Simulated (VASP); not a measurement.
Wanted: the native input for a VASP 6.6.1 run.

- Task: density of states
- Functional: PBE
- Potentials or basis: VASP PAW PBE potentials, release 64 (In_d, As)
- Cutoff: 520 eV
- k mesh: 11 × 11 × 11
- Occupations: fermi-dirac, width 0.08 eV
- Spin: no spin polarisation
- Dipole correction: no
- k mesh for the DOS: 17 × 17 × 17
- Occupations for the DOS: tetrahedron
- Further INCAR settings: ALGO = Normal; EDIFF = 1e-07

The system is InAs (zincblende type).

```
In As
1.0
     0.00000    3.09340    3.09340
     3.09340    0.00000    3.09340
     3.09340    3.09340    0.00000
In As
1 1
Direct
  0.00000 0.00000 0.00000
  0.25000 0.25000 0.25000
```

The input as run:

POSCAR

```
InAs
1.0
    0.0000000000      3.0933989628      3.0933989628
    3.0933989628      0.0000000000      3.0933989628
    3.0933989628      3.0933989628      0.0000000000
In As
1 1
Direct
    0.0000000000      0.0000000000      0.0000000000
    0.2500000000      0.2500000000      0.2500000000
```

INCAR.step1

```
SYSTEM = InAs
PREC     = Accurate       ! precision mode
ENCUT    = 520            ! plane-wave cutoff, eV
EDIFF    = 1E-7           ! SCF threshold, eV
ISMEAR   = -1             ! smearing method
SIGMA    = 0.08           ! smearing width, eV
LREAL    = .FALSE.        ! projectors in reciprocal space
LASPH    = .TRUE.         ! aspherical terms in the spheres
NELM     = 60             ! most SCF steps
ALGO     = Normal         ! electronic algorithm
ISIF     = 2              ! what is computed and relaxed
LWAVE    = .FALSE.        ! write WAVECAR
LCHARG   = .TRUE.         ! write CHGCAR
GGA      = PE             ! functional
NBANDS   = 16             ! bands
```

KPOINTS.step1

```
regular mesh
0
G
  11 11 11
  0 0 0
```

INCAR.step2

```
SYSTEM = InAs
PREC     = Accurate       ! precision mode
ENCUT    = 520            ! plane-wave cutoff, eV
EDIFF    = 1E-7           ! SCF threshold, eV
ISMEAR   = -5             ! smearing method
SIGMA    = 0.08           ! smearing width, eV
LREAL    = .FALSE.        ! projectors in reciprocal space
LASPH    = .TRUE.         ! aspherical terms in the spheres
NELM     = 60             ! most SCF steps
ALGO     = Normal         ! electronic algorithm
ISIF     = 2              ! what is computed and relaxed
LWAVE    = .FALSE.        ! write WAVECAR
LCHARG   = .FALSE.        ! write CHGCAR
GGA      = PE             ! functional
LORBIT   = 11             ! projections on sites
NEDOS    = 2001           ! points of the DOS
ICHARG   = 11             ! starting density
```

KPOINTS.step2

```
regular mesh
0
G
  17 17 17
  0 0 0
```

Potentials or basis: VASP PAW PBE potentials, release 64 (In_d, As).

Launch:

```bash
$ cat potpaw_PBE.64/In_d/POTCAR potpaw_PBE.64/As/POTCAR > POTCAR
$ cp INCAR.step1 INCAR
$ cp KPOINTS.step1 KPOINTS
$ mpirun -np 1 vasp_std > vasp.out
$ cp INCAR.step2 INCAR
$ cp KPOINTS.step2 KPOINTS
$ mpirun -np 1 vasp_std > vasp.out
```

Results of the run:

```
Valence electrons inside the program's atomic spheres : In 11.40; As 2.77
```

Caveat: spin-orbit coupling is left out, which moves the levels of the heavy elements.

It took 100 s on 1 thread of Intel(R) Xeon(R) Platinum 8488C (Sapphire Rapids), on a shared host, peak memory 0.3 GiB.
